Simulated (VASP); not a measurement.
Here is a VASP 6.6.1 calculation.

File INCAR:

```
ALGO = Normal
EDIFF = 1E-7
ENCUT = 520
GGA = PE
ISIF = 2
ISMEAR = 0
LASPH = True
LCHARG = False
LREAL = False
LWAVE = False
NBANDS = 13
NELM = 100
PREC = Accurate
SIGMA = 0.05
```

KPOINTS

```
k-points
0
Gamma
  16 16 16
```

File POSCAR:

```
Mo
1.0
   -1.6042741090      1.6042741090      1.6042741090
    1.6042741090     -1.6042741090      1.6042741090
    1.6042741090      1.6042741090     -1.6042741090
Mo
1
Direct
    0.0000000000      0.0000000000      0.0000000000
```

Potentials or basis: VASP PAW PBE potentials, release 64 (Mo_sv).

Launch:

```sh
$ cat potpaw_PBE.64/Mo_sv/POTCAR > POTCAR
$ mpirun -np 1 vasp_std > vasp.out
```

Problem. What does it give for the band gap on the k mesh?

Solution. Zero (band 7 reaches 15.41 eV, above the bottom of band 8 at 10.47 eV).

Problem. What does it give for the pressure?

Solution. -10.4 GPa.
